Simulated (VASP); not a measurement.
# Rh (P6_3/mmc) in VASP: further runs

Rh is run at these levels: PBE; tasks: single point.

All numbers are computed with VASP 6.6.1; they aren't measurements. Logs are shortened: lines on timing, memory, paths and dates and some standing lists are left out, and cuts for length are marked.

### Step 1. The cell of the first run

The structure is hexagonal, space group P6_3/mmc (No. 194). Conventional cell: a = 2.684 Å, b = 2.684 Å, c = 4.383 Å, α = 90.00°, β = 90.00°, γ = 120.00°. Within 3.5 Å of Rh (site symmetry -6m2) lie 12 Rh at 2.68 Å.

### Step 2. Single point, PBE

Input file INCAR:

```
SYSTEM = Rh
  ALGO = Fast
  EDIFF = 1E-6
  ENCUT = 520
  GGA = PE
  ISIF = 2
  ISMEAR = 0
  LASPH = .TRUE.
  LCHARG = .FALSE.
  LREAL = .FALSE.
  LWAVE = .FALSE.
  NBANDS = 22
  NELM = 100
  PREC = Accurate
  SIGMA = 0.1
```

Input file KPOINTS:

```
k-points
0
G
  6 6 4
  0 0 0
```

Input file POSCAR:

```
Rh
1.0
    2.6839650000      0.0000000000      0.0000000000
   -1.3419830000      2.3243820000      0.0000000000
    0.0000000000      0.0000000000      4.3828970000
Rh
2
Direct
    0.0000000000      0.0000000000      0.0000000000
    0.3333333300      0.6666666700      0.5000000000
```

Potentials or basis: VASP PAW PBE potentials, release 64 (Rh_pv).

The run is started by

```console
$ cat potpaw_PBE.64/Rh_pv/POTCAR > POTCAR
$ mpirun -np 1 vasp_std > vasp.out
```

OUTCAR:

```text
SYSTEM = Rh
   EDIFF = 1E-6
   ENCUT = 520
   GGA = PE
   ISIF = 2
   ISMEAR = 0
   LASPH = .TRUE.
   LREAL = .FALSE.
   NELM = 100
   PREC = Accurate

 ion  position               nearest neighbor table
   1  0.000  0.000  0.000-   2 2.68   2 2.68   2 2.68   2 2.68   2 2.68   2 2.68
   2  0.333  0.667  0.500-   1 2.68   1 2.68   1 2.68   1 2.68   1 2.68   1 2.68

  LATTYP: Found a hexagonal cell.
 ALAT       =     2.6839650000
 C/A-ratio  =     1.6329933513

  Lattice vectors:

 A1 = (   2.6839650000,   0.0000000000,   0.0000000000)
 A2 = (  -1.3419830000,   2.3243820000,   0.0000000000)
 A3 = (   0.0000000000,   0.0000000000,   4.3828970000)

Analysis of symmetry for initial positions (statically):
=====================================================================
 Subroutine PRICEL returns:
 Original cell was already a primitive cell.

 Routine SETGRP: Setting up the symmetry group for a
 hexagonal supercell.

 Subroutine GETGRP returns: Found 24 space group operations
 (whereof 12 operations were pure point group operations)
 out of a pool of 24 trial point group operations.

The static configuration has the point symmetry D_3h.
 The point group associated with its full space group is D_6h.

Analysis of symmetry for dynamics (positions and initial velocities):
=====================================================================
 Subroutine PRICEL returns:
 Original cell was already a primitive cell.

 Routine SETGRP: Setting up the symmetry group for a
 hexagonal supercell.

 Subroutine GETGRP returns: Found 24 space group operations
 (whereof 12 operations were pure point group operations)
 out of a pool of 24 trial point group operations.

The dynamic configuration has the point symmetry D_3h.
 The point group associated with its full space group is D_6h.

 Subroutine INISYM returns: Found 24 space group operations
 (whereof 12 operations are pure point group operations),
 and found     1 'primitive' translations

----------------------------------------------------------------------------------------

                                     Primitive cell

  volume of cell :      27.3430

  direct lattice vectors                    reciprocal lattice vectors
     2.683965000  0.000000000  0.000000000     0.372583100  0.215111021  0.000000000
    -1.341983000  2.324382000  0.000000000     0.000000000  0.430221883  0.000000000
     0.000000000  0.000000000  4.382897000     0.000000000  0.000000000  0.228159594

  length of vectors
     2.683965000  2.683965360  4.382897000     0.430221940  0.430221883  0.228159594

  position of ions in fractional coordinates (direct lattice)
     0.000000000  0.000000000  0.000000000
     0.333333330  0.666666670  0.500000000

  ion indices of the primitive-cell ions
   primitive index   ion index
                 1           1
                 2           2

----------------------------------------------------------------------------------------

 KPOINTS: k-points

Automatic generation of k-mesh.
 Grid dimensions read from file:
 generate k-points for:    6    6    4

 Generating k-lattice:

  Cartesian coordinates                     Fractional coordinates (reciprocal lattice)
     0.062097183  0.035851837  0.000000000     0.166666667  0.000000000  0.000000000
     0.000000000  0.071703647  0.000000000     0.000000000  0.166666667  0.000000000
     0.000000000  0.000000000  0.057039898     0.000000000  0.000000000  0.250000000

  Length of vectors
     0.071703657  0.071703647  0.057039898

  Shift w.r.t. Gamma in fractional coordinates (k-lattice)
     0.000000000  0.000000000  0.000000000

 Subroutine IBZKPT returns following result:
 ===========================================

 Found     21 irreducible k-points:

 Following reciprocal coordinates:
            Coordinates               Weight
  0.000000  0.000000  0.000000      1.000000
  0.166667  0.000000  0.000000      6.000000
  0.333333 -0.000000  0.000000      6.000000
  0.500000  0.000000  0.000000      3.000000
  0.166667  0.166667  0.000000      6.000000
  0.333333  0.166667  0.000000     12.000000
[... 13 lines left out ...]
  0.333333  0.166667  0.500000     12.000000
  0.333333  0.333333  0.500000      2.000000
   k-points           NKPTS =     21   k-points in BZ     NKDIM =     21   number of bands    NBANDS=     22
   number of dos      NEDOS =    301   number of ions     NIONS =      2
   total plane-waves  NPLWV =  14400
   dimension x,y,z NGX =    20 NGY =   20 NGZ =   36
   dimension x,y,z NGXF=    40 NGYF=   40 NGZF=   72
   ions per type =               2
   NGX,Y,Z   is equivalent  to a cutoff of  12.39, 12.39, 13.66 a.u.
   NGXF,Y,Z  is equivalent  to a cutoff of  24.78, 24.78, 27.31 a.u.
 SYSTEM =  Rh
   PREC   = accura    normal or accurate (medium, high low for compatibility)
   ISTART =      0    job   : 0-new  1-cont  2-samecut
   ICHARG =      2    charge: 1-file 2-atom 10-const
   ISPIN  =      1    spin polarized calculation?
   LNONCOLLINEAR =      F non collinear calculations
   LSORBIT =      F    spin-orbit coupling
   LASPH  =      T    aspherical Exc in radial PAW
   ENCUT  =  520.0 eV  38.22 Ry    6.18 a.u.   4.99  4.99  8.15*2*pi/ulx,y,z
   NELM   =    100;   NELMIN=  2; NELMDL= -5     # of ELM steps
   EDIFF  = 0.1E-05   stopping-criterion for ELM
   LREAL  =      F    real-space projection
   EDIFFG = 0.1E-04   stopping-criterion for IOM
   NSW    =      0    number of steps for IOM
   IBRION =     -1    ionic relax: 0-MD 1-quasi-New 2-CG
   NFREE  =      0    steps in history (QN), initial steepest desc. (CG)
   ISIF   =      2    stress and relaxation
   ISYM   =      2    0-nonsym 1-usesym 2-fastsym
   POTIM  = 0.5000    time-step for ionic-motion
   TEBEG  =    0.0;   TEEND  =   0.0 temperature during run
   PSTRESS=    0.0 pullay stress
   NELECT =      30.0000    total number of electrons
   NUPDOWN=      -1.0000    fix difference up-down
   EMIN   =  10.00;   EMAX   =-10.00  energy-range for DOS
   EFERMI =   0.00;   METHOD = LEGACY
   ISMEAR =     0;   SIGMA  =   0.10  broadening in eV -4-tet -1-fermi 0-gaus
   EFERMI_NEDOS =   21; number of points for ismear=-14 and -15
   IALGO  =     68    algorithm
   IMIX   =      4    mixing-type and parameters
     AMIX     =   0.40;   BMIX     =  1.00
     AMIX_MAG =   1.60;   BMIX_MAG =  1.00
  volume/ion in A,a.u.               =      13.67        92.26
  Fermi-wavevector in a.u.,A,eV,Ry     =   1.688496  3.190795 38.790466  2.851019
  Thomas-Fermi vector in A             =   2.770792
   LORBIT       =      0    0 simple, 1 ext, 2 COOP (PROOUT), +10 PAW based schemes
   GGA     = PE    functional components
   LHFCALC =     F    Hartree Fock is set to
   AEXX    =    0.0000 exact exchange contribution
   IVDW    =     0    specifies the selected vdW correction
   LEPSILON=     F    determine dielectric tensor
   LRPA    =     F    only Hartree local field effects (RPA)
 non-spin polarized calculation
 RMM-DIIS sequential band-by-band and
 Gauss-broadening in eV      SIGMA  =   0.10
  energy-cutoff  :      520.00
  volume of cell :       27.34
 maximum number of plane-waves:       756
 NGX is ok and might be reduce to    20
   NGX =  9   NGY =  9   NGZ = 17

 number of electron      30.0000006 magnetization

 Free energy of the ion-electron system (eV)
  ---------------------------------------------------
  ext. energy  EPLUGINS =         0.00000000
  ---------------------------------------------------
  free energy    TOTEN  =       -14.39185378 eV

  energy without entropy =      -14.38025042  energy(sigma->0) =      -14.38605210

 E-fermi :  11.9866     XC(G=0): -14.0670

 val. band max:       11.9821444976   @ k =   0.3333   0.3333   0.0000
 cond. band min:      12.0000401956   @ k =   0.1667   0.1667   0.0000
 fundamental gap:      0.0178956981
 Fermi energy:        11.9866305236

 k-point     1 :       0.0000    0.0000    0.0000
  band No.  band energies     occupation
      1     -35.1482      2.00000
      2     -34.4480      2.00000
      3     -34.4480      2.00000
      4     -34.4017      2.00000
      5     -34.3445      2.00000
      6     -34.3445      2.00000
[... 14 lines left out ...]
     21      30.0948      0.00000
     22      30.8762      0.00000

 k-point     2 :       0.1667    0.0000    0.0000
  band No.  band energies     occupation
      1     -35.0852      2.00000
      2     -34.5914      2.00000
      3     -34.4929      2.00000
      4     -34.4912      2.00000
      5     -34.4274      2.00000
      6     -34.3686      2.00000
[... 14 lines left out ...]
     21      30.8585      0.00000
     22      30.9140      0.00000

 k-point     3 :       0.3333   -0.0000    0.0000
  band No.  band energies     occupation
      1     -34.9329      2.00000
      2     -34.8785      2.00000
      3     -34.7715      2.00000
      4     -34.5778      2.00000
      5     -34.5048      2.00000
      6     -34.4205      2.00000
[... 14 lines left out ...]
     21      27.3333      0.00000
     22      27.9821      0.00000

 k-point     4 :       0.5000    0.0000    0.0000
  band No.  band energies     occupation
      1     -35.0216      2.00000
      2     -34.9060      2.00000
      3     -34.8211      2.00000
      4     -34.6187      2.00000
      5     -34.5790      2.00000
      6     -34.4475      2.00000
[... 14 lines left out ...]
     21      25.3594      0.00000
     22      26.3112      0.00000

 k-point     5 :       0.1667    0.1667    0.0000
  band No.  band energies     occupation
      1     -34.9763      2.00000
      2     -34.7495      2.00000
      3     -34.7317      2.00000
      4     -34.5462      2.00000
      5     -34.4802      2.00000
      6     -34.4481      2.00000
[... 342 lines left out ...]
 k-point    19 :       0.1667    0.1667    0.5000
  band No.  band energies     occupation
      1     -34.8872      2.00000
      2     -34.8872      2.00000
      3     -34.5874      2.00000
      4     -34.5874      2.00000
      5     -34.4924      2.00000
      6     -34.4924      2.00000
[... 14 lines left out ...]
     21      28.2835      0.00000
     22      28.2870      0.00000

 k-point    20 :       0.3333    0.1667    0.5000
  band No.  band energies     occupation
      1     -35.0079      2.00000
      2     -35.0079      2.00000
      3     -34.6648      2.00000
      4     -34.6648      2.00000
      5     -34.5247      2.00000
      6     -34.5247      2.00000
[... 14 lines left out ...]
     21      26.3419      0.00000
     22      26.3419      0.00000

 k-point    21 :       0.3333    0.3333    0.5000
  band No.  band energies     occupation
      1     -34.9610      2.00000
      2     -34.9610      2.00000
      3     -34.7935      2.00000
      4     -34.7935      2.00000
      5     -34.5218      2.00000
      6     -34.5218      2.00000
[... 14 lines left out ...]
     21      22.5615      0.00000
     22      22.5615      0.00000

------------------------ aborting loop because EDIFF is reached ----------------------------------------

  FORCE on cell =-STRESS in cart. coord.  units (eV):
  Direction    XX          YY          ZZ          XY          YZ          ZX
  --------------------------------------------------------------------------------------
  -------------------------------------------------------------------------------------
  Total        1.9333169      1.9333171      0.5450396     -0.0000004     -0.0000000      0.0000000
  in kB      113.2838529    113.2838653     31.9369178     -0.0000244     -0.0000000      0.0000000
  external PRESSURE =      86.1682120 kB  Pullay stress =       0.0000000 kB

 VOLUME and BASIS-vectors are now :
 -----------------------------------------------------------------------------
  energy-cutoff  :      520.00
  volume of cell :       27.34
      direct lattice vectors                 reciprocal lattice vectors
     2.683965000  0.000000000  0.000000000     0.372583100  0.215111021  0.000000000
    -1.341983000  2.324382000  0.000000000     0.000000000  0.430221883  0.000000000
     0.000000000  0.000000000  4.382897000     0.000000000  0.000000000  0.228159594

 POSITION                                       TOTAL-FORCE (eV/Angst)
 -----------------------------------------------------------------------------------
      0.00000      0.00000      0.00000         0.000000     -0.000000      0.000000
     -0.00000      1.54959      2.19145        -0.000000      0.000000      0.000000
 -----------------------------------------------------------------------------------
    total drift:                                0.000014     -0.000008     -0.000000

  FREE ENERGIE OF THE ION-ELECTRON SYSTEM (eV)
  ---------------------------------------------------
  free  energy   TOTEN  =       -14.3918537786 eV

  energy  without entropy=      -14.3802504154  energy(sigma->0) =      -14.38605210
```

Run time: 11 s. Hardware: 1 thread of Intel Xeon Platinum 8259CL at 2.50GHz (Skylake/Cascade Lake), shared host; peak memory 0.14 GiB.

What came out:

| Property | Result |
| --- | --- |
| Free energy | -14.3919 eV |
| Pressure | 8.6 GPa |
| Band gap on the k mesh | zero (band 15 reaches 12.78 eV, above the bottom of band 16 at 10.28 eV) |

Stress tensor (GPa, compression positive):
```
11.33  0.00  0.00
 0.00 11.33  0.00
 0.00  0.00  3.19
```

Caveat: the k points lie up to 0.45 Å⁻¹ apart.

### Step 3. Single point, PBE

This run uses another cell than the first one, of 14.09 Å³/atom, 1.031 times its volume.

Input file INCAR:

```
ALGO = Normal ; EDIFF = 1E-6
ENCUT = 520 ; GGA = PE
ISIF = 2 ; ISMEAR = 0
LASPH = True ; LCHARG = False
LREAL = False ; LWAVE = False
NBANDS = 22 ; NELM = 60
PREC = Accurate ; SIGMA = 0.1
```

Input file KPOINTS:

```
k-points
0
Gamma
  12 12 4
```

Input file POSCAR:

```
Rh
1.0
    2.7203725139      0.0000002926      0.0000000000
   -1.3601865103      2.3559115585      0.0000000000
    0.0000000000      0.0000000000      4.3983759072
Rh
2
Direct
    0.0000000000      0.0000000000      0.0000000000
    0.3333333333      0.6666666667      0.5000000000
```

Potentials or basis: VASP PAW PBE potentials, release 64 (Rh_pv).

The run is started by

```console
$ cat potpaw_PBE.64/Rh_pv/POTCAR > POTCAR
$ mpirun -np 1 vasp_std > vasp.out
```

It took 21 s on 1 thread of Intel Xeon Platinum 8259CL at 2.50GHz (Skylake/Cascade Lake), shared host; peak memory 0.16 GiB.

The run converged. Its results:

- Free energy: -14.4843 eV
- Pressure: -0.4 GPa
- Band gap on the k mesh: zero (band 15 reaches 12.14 eV, above the bottom of band 16 at 9.83 eV)

Levels at points of the mesh, in eV from the Fermi level:
```csv
k point,band 11,band 12,band 13,band 14,band 15,band 16,band 17,band 18,band 19,band 20
"(0.00, 0.00, 0.00)",-2.90,-2.40,-2.40,-1.82,-1.82,0.15,0.15,0.78,8.42,15.90
"(0.50, 0.00, 0.00)",-2.58,-2.13,-2.05,0.42,0.62,0.72,2.98,5.05,10.20,10.66
"(0.00, 0.00, 0.50)",-3.01,-3.01,-3.01,-3.01,-0.40,-0.40,-0.40,-0.40,14.77,14.77
"(0.50, 0.00, 0.50)",-1.59,-1.59,-0.27,-0.27,0.60,0.60,2.67,2.67,9.13,9.13
```

### Step 4. Single point, PBE

This run uses another cell than the first one, of 14.10 Å³/atom, 1.031 times its volume.

Input file INCAR:

```
PREC     = Accurate       # precision mode
ENCUT    = 520            # plane-wave cutoff, eV
EDIFF    = 1E-7           # SCF threshold, eV
ISMEAR   = 0              # smearing method
SIGMA    = 0.1            # smearing width, eV
LREAL    = False          # projectors in reciprocal space
LASPH    = True           # aspherical terms in the spheres
NELM     = 80             # most SCF steps
ALGO     = Fast           # electronic algorithm
ISIF     = 2              # what is computed and relaxed
LWAVE    = False          # write WAVECAR
LCHARG   = True           # write CHGCAR
GGA      = PE             # functional
LELF     = True           # ELF
LVHAR    = True         
NBANDS   = 22             # bands
```

Input file KPOINTS:

```
Automatic mesh
0
Gamma
  18 18 10
```

Input file POSCAR:

```
Rh
1.0
    2.7247109498      0.0000002930      0.0000000000
   -1.3623557287      2.3596687540      0.0000000000
    0.0000000000      0.0000000000      4.3846867620
Rh
2
Direct
    0.0000000000      0.0000000000      0.0000000000
    0.3333333333      0.6666666667      0.5000000000
```

The run is started by

```console
$ cat potpaw_PBE.64/Rh_pv/POTCAR > POTCAR
$ mpirun -np 1 vasp_std > vasp.out
```

Wall time 1.7 min (1 thread of Intel Xeon Platinum 8259CL at 2.50GHz (Skylake/Cascade Lake), shared host); peak memory 0.22 GiB.

The run converged. Its results:

```yaml
Free_energy: -14.4508 eV
Pressure: 0.1 GPa
Band_gap_on_the_k_mesh: zero (band 15 reaches 12.16 eV, above the bottom of band 16 at 9.84 eV)
```

Levels at points of the mesh, in eV from the Fermi level:
```
           k point  band 11  band 12  band 13  band 14  band 15  band 16  band 17  band 18  band 19  band 20
(0.00, 0.00, 0.00)    -2.93    -2.41    -2.41    -1.89    -1.89     0.12     0.12     0.79     8.45    15.84
(0.50, 0.00, 0.00)    -2.60    -2.15    -2.10     0.38     0.60     0.68     2.93     5.00    10.18    10.66
(0.00, 0.00, 0.50)    -3.04    -3.04    -3.04    -3.04    -0.43    -0.43    -0.43    -0.43    14.78    14.78
(0.50, 0.00, 0.50)    -1.64    -1.64    -0.30    -0.30     0.56     0.56     2.63     2.63     9.08     9.08
```

### Step 5. The runs side by side

```tsv
cell	k mesh	gap on the mesh (eV)	pressure (GPa)
a = 2.684, b = 2.684, c = 4.383 Å, angles 90.0, 90.0, 120.0°, 2 atoms	6 × 6 × 4	none	8.6
a = 2.720, b = 2.720, c = 4.398 Å, angles 90.0, 90.0, 120.0°, 2 atoms	12 × 12 × 4	none	-0.4
a = 2.725, b = 2.725, c = 4.385 Å, angles 90.0, 90.0, 120.0°, 2 atoms	18 × 18 × 10	none	0.1
```

Alike in all rows: task single point; level PBE; potentials or basis VASP PAW PBE potentials, release 64 (Rh_pv); no spin polarisation; cutoff (eV) 520; smearing gaussian 0.1 eV.

Caveats: some runs use coarse meshes.

Absolute energies hang on the potentials; compare differences alone.
